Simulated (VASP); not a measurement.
Runs of VASP 6.6.1 on Ni. The structure is that of space group Fm-3m (No. 225), or close to it. The cells are those of the table. 

```csv
cell,gap on the mesh (eV),pressure (GPa)
"a = 2.465 Å, angles 60.0°, 1 atom",none,(a)
"a = 2.414 Å, angles 60.0°, 1 atom",none,12.1
"a = 2.440 Å, angles 60.0°, 1 atom",none,4.3
"a = 2.490 Å, angles 60.0°, 1 atom",none,-8.0
```

Alike in all rows: task single point; level HSE06; potentials or basis VASP PAW PBE potentials, release 64 (Ni); no spin polarisation; k mesh 6 × 6 × 6; cutoff (eV) 520; smearing fermi-dirac 0.1 eV.

Task: Estimate the missing entries.

Result: (a) -2.6.

Caveats: all runs use coarse meshes; the PAW data sets were made with another functional, which shifts forces and pressure a little; the run has no spin polarisation, though such a crystal can be magnetic.

A gap of «none» marks levels without a gap at the run's occupations.
